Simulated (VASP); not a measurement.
Crystal: TePb.

```
Pb Te
1.0
     0.00000    3.23100    3.23100
     3.23100    0.00000    3.23100
     3.23100    3.23100    0.00000
Pb Te
1 1
Cartesian
  0.0000 0.0000 0.0000
  3.2310 3.2310 3.2310
```

```yaml
Program: VASP 6.6.1
Task: relaxation of cell and atoms
Functional: revPBE
Potentials_or_basis: VASP PAW PBE potentials, release 64 (Pb_d, Te)
Cutoff: 600 eV
k_mesh: 7 × 7 × 7
Occupations: fermi-dirac, width 0.05 eV
Spin: no spin polarisation
```

At the start: pressure 3.2 GPa; volume 33.73 Å³/atom.

Problem. How do energy, volume and symmetry change on relaxing?

Solution. Over 3 steps the energy falls by 24.8 meV/atom and the volume is 36.38 Å³/atom (+7.9 %); space group Fm-3m (No. 225, to 0.05 Å).

Step by step:
```
step  energy change (eV)  largest force (eV/Å)  pressure (GPa)  volume (Å³)
   1              0.0000                0.0000            3.20        67.46
   2             -0.0464                0.0000           -0.67        74.24
   3             -0.0495                0.0000            0.01        72.77
```

Final structure:
```
Pb Te
1.0
     0.00000    3.31365    3.31365
     3.31365    0.00000    3.31365
     3.31365    3.31365    0.00000
Pb Te
1 1
Direct
  0.00000 0.00000 0.00000
  0.50000 0.50000 0.50000
```

Caveat: the PAW data sets were made with another functional, which shifts forces and pressure a little.
